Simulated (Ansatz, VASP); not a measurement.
# Sn in VASP and in Ansatz

```
Sn
1.0
    -3.00333    3.00333    1.59065
     3.00333   -3.00333    1.59065
     3.00333    3.00333   -1.59065
Sn
2
Cartesian
  0.0000 0.0000 0.0000
  0.0000 3.0033 0.7953
```

Change from the starting cell: equal xx and yy strain of +3 %.

Alike in both runs: task single point; functional PBE; k mesh 15 × 15 × 15; occupations fermi-dirac, width 0.05 eV; no spin polarisation.

```csv
,VASP,Ansatz
version,VASP 6.6.1,Ansatz 0.2.0
potentials or method,"VASP PAW PBE potentials, release 64 (Sn_d), cutoff 520 eV","all-electron LAPW, scalar-relativistic"
```

VASP gave:

- pressure (GPa): -0.5
- traceless stress, the component that is largest in VASP (GPa): 0.59

Q: Which values does Ansatz return?

A: Pressure (GPa): -0.5; traceless stress, the component that is largest in VASP (GPa): 0.58.

Ansatz ran all-electron here, and VASP with PAW potentials.
